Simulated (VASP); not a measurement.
# NaH (Pm-3m) in VASP: notebook

Runs on NaH. Level: PBE. Tasks: elastic constants.

All numbers are computed with VASP 6.6.1; they aren't measurements. Logs are shortened: lines on timing, memory, paths and dates and some standing lists are left out, and cuts for length are marked.

**1. The cell of the first run**

The structure is cubic, space group Pm-3m (No. 221). The conventional cell has a = 2.969 Å, b = 2.969 Å, c = 2.969 Å, α = 90.00°, β = 90.00°, γ = 90.00°. Within 3.4 Å of Na (site symmetry m-3m) lie 8 H at 2.57 Å and 6 Na at 2.97 Å. H (site symmetry m-3m) has 8 Na at 2.57 Å and 6 H at 2.97 Å within 3.4 Å.

**2. Elastic constants, PBE**

Contents of INCAR:

```
PREC = Accurate ; ENCUT = 600
EDIFF = 1E-8 ; ISMEAR = 0
SIGMA = 0.01 ; LREAL = False
LASPH = True ; NELM = 80
ALGO = Normal ; ISIF = 3
LWAVE = False ; LCHARG = False
GGA = PE ; NBANDS = 11
IBRION = 6 ; NFREE = 2
POTIM = 0.015 ; NSW = 1
```

Contents of KPOINTS:

```
regular mesh
0
Gamma
  5 5 5
```

Contents of POSCAR:

```
NaH
1.0
    2.9688000000      0.0000000000      0.0000000000
    0.0000000000      2.9688000000      0.0000000000
    0.0000000000      0.0000000000      2.9688000000
Na H
1 1
Direct
    0.0000000000      0.0000000000      0.0000000000
    0.5000000000      0.5000000000      0.5000000000
```

Potentials or basis: VASP PAW PBE potentials, release 64 (Na_pv, H).

Started as:

```bash
$ cat potpaw_PBE.64/Na_pv/POTCAR potpaw_PBE.64/H/POTCAR > POTCAR
$ mpirun -np 1 vasp_std > vasp.out
```

OUTCAR:

```text
PREC = Accurate
   ENCUT = 600
   EDIFF = 1E-8
   ISMEAR = 0
   LREAL = False
   LASPH = True
   NELM = 80
   ISIF = 3
   GGA = PE
   IBRION = 6
   NFREE = 2
   POTIM = 0.015
   NSW = 1

 ion  position               nearest neighbor table
   1  0.000  0.000  0.000-
   2  0.500  0.500  0.500-

  LATTYP: Found a simple cubic cell.
 ALAT       =     2.9688000000

  Lattice vectors:

 A1 = (   2.9688000000,   0.0000000000,   0.0000000000)
 A2 = (   0.0000000000,   2.9688000000,   0.0000000000)
 A3 = (   0.0000000000,   0.0000000000,   2.9688000000)

Analysis of symmetry for initial positions (statically):
=====================================================================
 Subroutine PRICEL returns:
 Original cell was already a primitive cell.

 Routine SETGRP: Setting up the symmetry group for a
 simple cubic supercell.

 Subroutine GETGRP returns: Found 48 space group operations
 (whereof 48 operations were pure point group operations)
 out of a pool of 48 trial point group operations.

The static configuration has the point symmetry O_h .

Analysis of symmetry for dynamics (positions and initial velocities):
=====================================================================
 Subroutine PRICEL returns:
 Original cell was already a primitive cell.

 Routine SETGRP: Setting up the symmetry group for a
 simple cubic supercell.

 Subroutine GETGRP returns: Found 48 space group operations
 (whereof 48 operations were pure point group operations)
 out of a pool of 48 trial point group operations.

The dynamic configuration has the point symmetry O_h .

 Subroutine INISYM returns: Found 48 space group operations
 (whereof 48 operations are pure point group operations),
 and found     1 'primitive' translations

----------------------------------------------------------------------------------------

                                     Primitive cell

  volume of cell :      26.1663
[... 307 lines left out ...]

 Free energy of the ion-electron system (eV)
  ---------------------------------------------------
  ext. energy  EPLUGINS =         0.00000000
  ---------------------------------------------------
  free energy    TOTEN  =        -4.77994112 eV

  energy without entropy =       -4.77994112  energy(sigma->0) =       -4.77994112

 E-fermi :   0.6080     XC(G=0):  -8.1142

 val. band max:        0.5092643410   @ k =   0.4000   0.4000   0.4000
 cond. band min:       2.9602147202   @ k =   0.4000   0.0000   0.0000
 fundamental gap:      2.4509503791
 Fermi energy:         0.6079602093

 k-point     1 :       0.0000    0.0000    0.0000
  band No.  band energies     occupation
      1     -23.3162      2.00000
      2     -23.3162      2.00000
      3     -23.3162      2.00000
      4      -4.6318      2.00000
      5       9.7545      0.00000
      6      12.1336      0.00000
      7      12.1342      0.00000
      8      13.6262      0.00000
      9      13.6262      0.00000
     10      13.6285      0.00000
     11      26.7099      0.00000
[... 265 lines left out ...]
  FREE ENERGIE OF THE ION-ELECTRON SYSTEM (eV)
  ---------------------------------------------------
  free  energy   TOTEN  =        -4.7799411176 eV

  energy  without entropy=       -4.7799411176  energy(sigma->0) =       -4.77994112

 INTERNAL STRAIN TENSORS FROM STRAINED CELLS
 ============================================

 INTERNAL STRAIN TENSOR FOR ION    1 for displacements in x,y,z  (eV/Angst):
          X           Y           Z          XY          YZ          ZX
  --------------------------------------------------------------------------------
  x     0.00000     0.00000     0.00000     0.00000     0.00000     0.00000
  y     0.00000     0.00000     0.00000     0.00000     0.00000     0.00000
  z     0.00000     0.00000     0.00000     0.00000     0.00000     0.00000

 INTERNAL STRAIN TENSORS FROM DISPLACED ATOMS
 ============================================

 INTERNAL STRAIN TENSOR FOR ION    1 for displacements in x,y,z  (eV/Angst):
          X           Y           Z          XY          YZ          ZX
  --------------------------------------------------------------------------------
  x     0.00000     0.00000     0.00000     0.00000     0.00000     0.00000
  y     0.00000     0.00000     0.00000     0.00000     0.00000     0.00000
  z     0.00000     0.00000     0.00000     0.00000     0.00000     0.00000

 INTERNAL STRAIN TENSOR FOR ION    2 for displacements in x,y,z  (eV/Angst):
          X           Y           Z          XY          YZ          ZX
  --------------------------------------------------------------------------------
  x     0.00000     0.00000     0.00000     0.00000     0.00000     0.00000
  y     0.00000     0.00000     0.00000     0.00000     0.00000     0.00000
  z     0.00000     0.00000     0.00000     0.00000     0.00000     0.00000

 Eigenvectors and eigenvalues of the dynamical matrix
 ----------------------------------------------------

   1 f  =    9.931322 THz    62.400338 2PiTHz  331.273254 cm-1    41.072630 meV
             X         Y         Z           dx          dy          dz
      0.000000  0.000000  0.000000     0.202561    0.000000    0.000000
      1.484400  1.484400  1.484400    -0.979270    0.000000    0.000000
[... 21 lines left out ...]
   6 f/i=    0.016291 THz     0.102361 2PiTHz    0.543420 cm-1     0.067375 meV
             X         Y         Z           dx          dy          dz
      0.000000  0.000000  0.000000    -0.979270    0.000000    0.000000
      1.484400  1.484400  1.484400    -0.202561    0.000000    0.000000

--------------------------------------------------------------------------------------------------------

 ELASTIC MODULI CONTR FROM IONIC RELAXATION (kBar)
 Direction    XX          YY          ZZ          XY          YZ          ZX
 --------------------------------------------------------------------------------
 XX           0.0000      0.0000      0.0000      0.0000      0.0000      0.0000
 YY           0.0000      0.0000      0.0000      0.0000      0.0000      0.0000
 ZZ           0.0000      0.0000      0.0000      0.0000      0.0000      0.0000
 XY           0.0000      0.0000      0.0000      0.0000      0.0000      0.0000
 YZ           0.0000      0.0000      0.0000      0.0000      0.0000      0.0000
 ZX           0.0000      0.0000      0.0000      0.0000      0.0000      0.0000
 --------------------------------------------------------------------------------

 TOTAL ELASTIC MODULI (kBar)
 Direction    XX          YY          ZZ          XY          YZ          ZX
 --------------------------------------------------------------------------------
 XX         969.1963   -133.0511   -133.0511     -0.0000      0.0000      0.0000
 YY        -133.0511    969.1963   -133.0511      0.0000      0.0000      0.0000
 ZZ        -133.0511   -133.0511    969.1963     -0.0000     -0.0000     -0.0000
 XY          -0.0000      0.0000     -0.0000    -50.2464      0.0000      0.0000
 YZ           0.0000      0.0000     -0.0000      0.0000    -50.2464      0.0000
 ZX           0.0000      0.0000     -0.0000      0.0000      0.0000    -50.2464
 --------------------------------------------------------------------------------
```

OSZICAR:

```text
N       E                     dE             d eps       ncg     rms          rms(c)
DAV:   1     0.375455126337E+02    0.37546E+02   -0.47635E+03   220   0.879E+02
DAV:   2    -0.390759128627E+01   -0.41453E+02   -0.41064E+02   235   0.211E+02
DAV:   3    -0.522974210763E+01   -0.13222E+01   -0.13200E+01   263   0.345E+01
[... 169 lines left out ...]
DAV:   2    -0.478007982293E+01    0.15819E-03   -0.12202E-03   435   0.198E-01    0.725E-02
DAV:   3    -0.477993973671E+01    0.14009E-03   -0.20146E-04   450   0.593E-02    0.401E-03
DAV:   4    -0.477994060024E+01   -0.86353E-06   -0.17909E-06   443   0.108E-02    0.269E-03
DAV:   5    -0.477994112418E+01   -0.52394E-06   -0.60910E-07   426   0.425E-03    0.426E-04
DAV:   6    -0.477994111757E+01    0.66054E-08   -0.13926E-08   450   0.802E-04
  17 F= -.47799411E+01 E0= -.47799411E+01  d E =-.179277E-45
```

Wall time 26 s (1 thread of Intel Xeon 6975P-C (Granite Rapids), shared host); peak memory 0.15 GiB.

What came out:

| Property | Result |
| --- | --- |
| Elastic constants C11, C12, C44 | 97, -13, -5 GPa |
| Voigt bulk modulus | 23 GPa |
| Highest phonon frequency at Γ | 331 cm⁻¹ |

Phonon frequencies in cm⁻¹ (negative: imaginary):
```tsv
q point	frequencies
(0.000, 0.000, 0.000)	-1 -1 -1 331 331 331
```

Elastic tensor in Voigt notation (GPa, in the Cartesian axes of the cell as first typed):
```
 97 -13 -13   0   0   0
-13  97 -13   0   0   0
-13 -13  97   0   0   0
  0   0   0  -5   0   0
  0   0   0   0  -5   0
  0   0   0   0   0  -5
```

Clamped-ion elastic tensor (GPa):
```
 97 -13 -13   0   0   0
-13  97 -13   0   0   0
-13 -13  97   0   0   0
  0   0   0  -5   0   0
  0   0   0   0  -5   0
  0   0   0   0   0  -5
```

Caveat: the k points lie up to 0.42 Å⁻¹ apart; the elastic tensor has a negative eigenvalue, so either the cell is unstable as it stands or the mesh is too thin.

**3. Elastic constants, PBE**

Contents of INCAR:

```
PREC = Accurate
ENCUT = 600
EDIFF = 1E-8
ISMEAR = 0
SIGMA = 0.01
LREAL = F
LASPH = T
NELM = 60
ALGO = Normal
ISIF = 3
LWAVE = F
LCHARG = F
GGA = PE
IBRION = 6
NFREE = 2
POTIM = 0.015
NSW = 1
```

Contents of KPOINTS:

```
regular mesh
0
Gamma
  10 10 10
```

POSCAR is that of step 2.

Potentials or basis: VASP PAW PBE potentials, release 64 (Na_pv, H).

Started as:

```bash
$ cat potpaw_PBE.64/Na_pv/POTCAR potpaw_PBE.64/H/POTCAR > POTCAR
$ mpirun -np 1 vasp_std > vasp.out
```

OUTCAR:

```text
PREC = Accurate
   ENCUT = 600
   EDIFF = 1E-8
   ISMEAR = 0
   LREAL = F
   LASPH = T
   NELM = 60
   ISIF = 3
   GGA = PE
   IBRION = 6
   NFREE = 2
   POTIM = 0.015
   NSW = 1

 ion  position               nearest neighbor table
   1  0.000  0.000  0.000-
   2  0.500  0.500  0.500-

  LATTYP: Found a simple cubic cell.
 ALAT       =     2.9688000000

  Lattice vectors:

 A1 = (   2.9688000000,   0.0000000000,   0.0000000000)
 A2 = (   0.0000000000,   2.9688000000,   0.0000000000)
 A3 = (   0.0000000000,   0.0000000000,   2.9688000000)

Analysis of symmetry for initial positions (statically):
=====================================================================
 Subroutine PRICEL returns:
 Original cell was already a primitive cell.

 Routine SETGRP: Setting up the symmetry group for a
 simple cubic supercell.

 Subroutine GETGRP returns: Found 48 space group operations
 (whereof 48 operations were pure point group operations)
 out of a pool of 48 trial point group operations.

The static configuration has the point symmetry O_h .

Analysis of symmetry for dynamics (positions and initial velocities):
=====================================================================
 Subroutine PRICEL returns:
[... 630 lines left out ...]
  Total       -0.0176029     -0.0177377     -0.0177377      0.0000000      0.0000000     -0.0000000
  in kB       -1.0778360     -1.0860904     -1.0860904      0.0000000      0.0000000     -0.0000000
  external PRESSURE =      -1.0833389 kB  Pullay stress =       0.0000000 kB
[... 17 lines left out ...]
  FREE ENERGIE OF THE ION-ELECTRON SYSTEM (eV)
  ---------------------------------------------------
  free  energy   TOTEN  =        -4.7728937945 eV

  energy  without entropy=       -4.7728937945  energy(sigma->0) =       -4.77289379

 INTERNAL STRAIN TENSORS FROM STRAINED CELLS
 ============================================

 INTERNAL STRAIN TENSOR FOR ION    1 for displacements in x,y,z  (eV/Angst):
          X           Y           Z          XY          YZ          ZX
  --------------------------------------------------------------------------------
  x     0.00000     0.00000     0.00000     0.00000     0.00000    -0.00000
  y     0.00000     0.00000     0.00000     0.00000     0.00000     0.00000
  z     0.00000     0.00000     0.00000     0.00000     0.00000     0.00000

 INTERNAL STRAIN TENSORS FROM DISPLACED ATOMS
 ============================================

 INTERNAL STRAIN TENSOR FOR ION    1 for displacements in x,y,z  (eV/Angst):
          X           Y           Z          XY          YZ          ZX
  --------------------------------------------------------------------------------
  x     0.00000     0.00000     0.00000     0.00000     0.00000     0.00000
  y     0.00000     0.00000     0.00000     0.00000     0.00000     0.00000
  z     0.00000     0.00000     0.00000     0.00000     0.00000     0.00000

 INTERNAL STRAIN TENSOR FOR ION    2 for displacements in x,y,z  (eV/Angst):
          X           Y           Z          XY          YZ          ZX
  --------------------------------------------------------------------------------
  x     0.00000     0.00000     0.00000     0.00000     0.00000     0.00000
  y     0.00000     0.00000     0.00000     0.00000     0.00000     0.00000
  z     0.00000     0.00000     0.00000     0.00000     0.00000     0.00000

 Eigenvectors and eigenvalues of the dynamical matrix
 ----------------------------------------------------

   1 f  =    9.837441 THz    61.810462 2PiTHz  328.141694 cm-1    40.684367 meV
             X         Y         Z           dx          dy          dz
      0.000000  0.000000  0.000000     0.143288   -0.143288   -0.000000
      1.484400  1.484400  1.484400    -0.692437    0.692437   -0.000000
[... 21 lines left out ...]
   6 f/i=    0.015334 THz     0.096347 2PiTHz    0.511492 cm-1     0.063417 meV
             X         Y         Z           dx          dy          dz
      0.000000  0.000000  0.000000    -0.125696   -0.969719    0.052746
      1.484400  1.484400  1.484400    -0.026011   -0.200668    0.010915

--------------------------------------------------------------------------------------------------------

 ELASTIC MODULI CONTR FROM IONIC RELAXATION (kBar)
 Direction    XX          YY          ZZ          XY          YZ          ZX
 --------------------------------------------------------------------------------
 XX           0.0000      0.0000      0.0000      0.0000      0.0000      0.0000
 YY           0.0000      0.0000      0.0000      0.0000      0.0000      0.0000
 ZZ           0.0000      0.0000      0.0000      0.0000      0.0000      0.0000
 XY           0.0000      0.0000      0.0000      0.0000      0.0000      0.0000
 YZ           0.0000      0.0000      0.0000      0.0000      0.0000      0.0000
 ZX           0.0000      0.0000      0.0000      0.0000      0.0000      0.0000
 --------------------------------------------------------------------------------

 TOTAL ELASTIC MODULI (kBar)
 Direction    XX          YY          ZZ          XY          YZ          ZX
 --------------------------------------------------------------------------------
 XX         977.8842   -134.5937   -134.5937      0.0000      0.0000     -0.0000
 YY        -134.5937    977.8842   -134.5937      0.0000     -0.0000     -0.0000
 ZZ        -134.5937   -134.5937    977.8842      0.0000      0.0000      0.0000
 XY           0.0000      0.0000      0.0000    -57.5207      0.0000      0.0000
 YZ           0.0000     -0.0000      0.0000      0.0000    -57.5207      0.0000
 ZX          -0.0000     -0.0000      0.0000      0.0000      0.0000    -57.5207
 --------------------------------------------------------------------------------
```

OSZICAR:

```text
N       E                     dE             d eps       ncg     rms          rms(c)
DAV:   1     0.185117268296E+02    0.18512E+02   -0.53518E+03   896   0.119E+03
DAV:   2    -0.481926233278E+01   -0.23331E+02   -0.22772E+02  1024   0.136E+02
DAV:   3    -0.523361846969E+01   -0.41436E+00   -0.41436E+00  1128   0.248E+01
[... 170 lines left out ...]
DAV:   2    -0.477303279671E+01    0.15410E-03   -0.13863E-03  2120   0.285E-01    0.727E-02
DAV:   3    -0.477289244016E+01    0.14036E-03   -0.22630E-04  2224   0.805E-02    0.419E-03
DAV:   4    -0.477289327546E+01   -0.83530E-06   -0.19368E-06  2184   0.141E-02    0.272E-03
DAV:   5    -0.477289380113E+01   -0.52567E-06   -0.68826E-07  2336   0.591E-03    0.427E-04
DAV:   6    -0.477289379446E+01    0.66677E-08   -0.14310E-08  2080   0.105E-03
  17 F= -.47728938E+01 E0= -.47728938E+01  d E =-.246987E-12
```

Wall time 1.7 min (1 thread of Intel Xeon 6975P-C (Granite Rapids), shared host); peak memory 0.27 GiB.

What came out:

| Item | Value |
| --- | --- |
| Elastic constants C11, C12, C44 | 98, -13, -6 GPa |
| Voigt bulk modulus | 24 GPa |
| Highest phonon frequency at Γ | 328 cm⁻¹ |

Phonon frequencies in cm⁻¹ (negative: imaginary):
| q point | frequencies |
| --- | --- |
| (0.000, 0.000, 0.000) | -1 -1 -1 328 328 328 |

Elastic tensor in Voigt notation (GPa, in the Cartesian axes of the cell as first typed):
```
 98 -13 -13   0   0   0
-13  98 -13   0   0   0
-13 -13  98   0   0   0
  0   0   0  -6   0   0
  0   0   0   0  -6   0
  0   0   0   0   0  -6
```

Clamped-ion elastic tensor (GPa):
```
 98 -13 -13   0   0   0
-13  98 -13   0   0   0
-13 -13  98   0   0   0
  0   0   0  -6   0   0
  0   0   0   0  -6   0
  0   0   0   0   0  -6
```

Caveat: the elastic tensor has a negative eigenvalue, so either the cell is unstable as it stands or the mesh is too thin.
